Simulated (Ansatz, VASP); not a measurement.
SiC in VASP and in Ansatz

INCAR

```
PREC = Accurate
ENCUT = 520
EDIFF = 1E-6
ISMEAR = -1
SIGMA = 0.02
LREAL = False
LASPH = True
NELM = 100
ALGO = Normal
ISIF = 2
LWAVE = False
LCHARG = False
GGA = PE
NBANDS = 11
```

Contents of KPOINTS:

```
Automatic mesh
0
Gamma
  10 10 10
```

The input POSCAR:

```
SiC
1.0
    0.0000000000      2.1780504216      2.1780504216
    2.1780504216      0.0000000000      2.1780504216
    2.1780504216      2.1780504216      0.0000000000
Si C
1 1
Direct
    0.2500000000      0.2500000000      0.2500000000
    0.0000000000      0.0000000000      0.0000000000
```

Input for Ansatz:

```yaml
crystal:
  lattice:
    - [0.0, 2.1780504216, 2.1780504216]
    - [2.1780504216, 0.0, 2.1780504216]
    - [2.1780504216, 2.1780504216, 0.0]
  atoms:
    - { symbol: Si, position: [0.25, 0.25, 0.25] }
    - { symbol: C, position: [0.0, 0.0, 0.0] }
kpoints:
  mp_grid: { grid: [10, 10, 10] }
  band_path:
    path:
      - [[0.0, 0.0, 0.0], [-0.5, -0.5, -7.310683648433e-34], [-0.375, -0.375, 0.25]]
      - [[-0.375, -4.848861858034e-18, 0.375], [0.0, 0.0, 0.0], [-3.232574572023e-18, -3.232574572023e-18, 0.5], [-0.5, -0.25, 0.25], [-0.5, -0.5, -7.310683648433e-34]]
    npoints: 10
hamiltonian:
  xc: pbe
scf:
  occupations: { method: fermi_dirac, width: 0.02 }
  n_extra_bands: 4
output:
  forces: true
  stress: true
  eigenvalues: true
```

Alike in both runs: task single point; functional PBE; k mesh 10 × 10 × 10; occupations fermi-dirac, width 0.02 eV; no spin polarisation.

|  | VASP | Ansatz |
| --- | --- | --- |
| version | VASP 6.6.1 | Ansatz 0.2.0 |
| potentials or method | VASP PAW PBE potentials, release 64 (Si, C) | plane waves, PAW |
| plane-wave cutoff (eV) | 520 | 420 |
| valence electrons in the cell | 8 | 8 |

```csv
,VASP,Ansatz,Ansatz less VASP
gap on the k mesh at the Fermi level (eV),1.36,1.36,+0.003
pressure (GPa),3.5,3.6,+0.06
```
